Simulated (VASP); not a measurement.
# K2BaTaO6 (a cell with a defect): single point with PBEsol

K2BaTaO6 (a cell with a defect):

```
CELL_PARAMETERS angstrom
7.97088 0.00000 0.00000
0.00000 3.98544 0.00000
0.00000 0.00000 3.98544
ATOMIC_POSITIONS crystal
K 0.00121 0.99174 0.00100
K 0.50592 0.99519 0.98625
Ba 0.25037 0.49562 0.52104
Ta 0.75333 0.50089 0.51060
O 0.25067 0.49330 0.99247
O 0.74642 0.49381 0.99968
O 0.00416 0.49730 0.50618
O 0.50281 0.48841 0.49130
O 0.25271 0.99461 0.49551
O 0.75340 0.99113 0.49933
```

- Program: VASP 6.6.1
- Task: single point
- Functional: PBEsol
- Potentials or basis: VASP PAW PBE potentials, release 64 (K_sv, Ba_sv, Ta_pv, O)
- Cutoff: 520 eV
- k mesh: 2 × 2 × 2, shifted
- Occupations: fermi-dirac, width 0.05 eV
- Spin: no spin polarisation
- Dipole correction: no
- Charge: -3
- Further INCAR settings: ALGO = Normal; EDIFF = 1e-07; NBANDS = 48; NELECT = 78.0

- Largest force: 13.395 eV/Å

Forces in eV/Å, atoms in the order of the input:
```
K     0.375   0.058   0.128
K    -0.459   0.013   0.249
Ba    1.796   0.066  -5.240
Ta   -0.428  -0.560  -0.485
O     0.013  -0.099   6.978
O     0.351   0.075   0.696
O   -13.358  -0.211  -0.975
O    11.456  -0.290  -1.001
O     0.143   0.231  -0.549
O     0.111   0.717   0.199
```

Levels at points of the mesh, in eV from the Fermi level:
| k point | band 35 | band 36 | band 37 | band 38 | band 39 | band 40 | band 41 | band 42 | band 43 | band 44 |
| --- | --- | --- | --- | --- | --- | --- | --- | --- | --- | --- |
| (0.25, 0.25, 0.25) | -4.61 | -4.27 | -1.41 | -0.93 | -0.09 | 0.10 | 0.47 | 0.55 | 2.96 | 3.27 |

It took 91 s on 1 thread of Intel Xeon 6975P-C (shared host), peak memory 0.24 GiB.

Caveat: the k points lie up to 0.79 Å⁻¹ apart; the cell carries a net charge on a neutralising background, which shifts energy and pressure; the cell is charged against a uniform background, so pressure and absolute levels hang on convention; the PAW data sets were made with another functional, which shifts forces and pressure a little; spin-orbit coupling is left out, which moves the levels of the heavy elements.
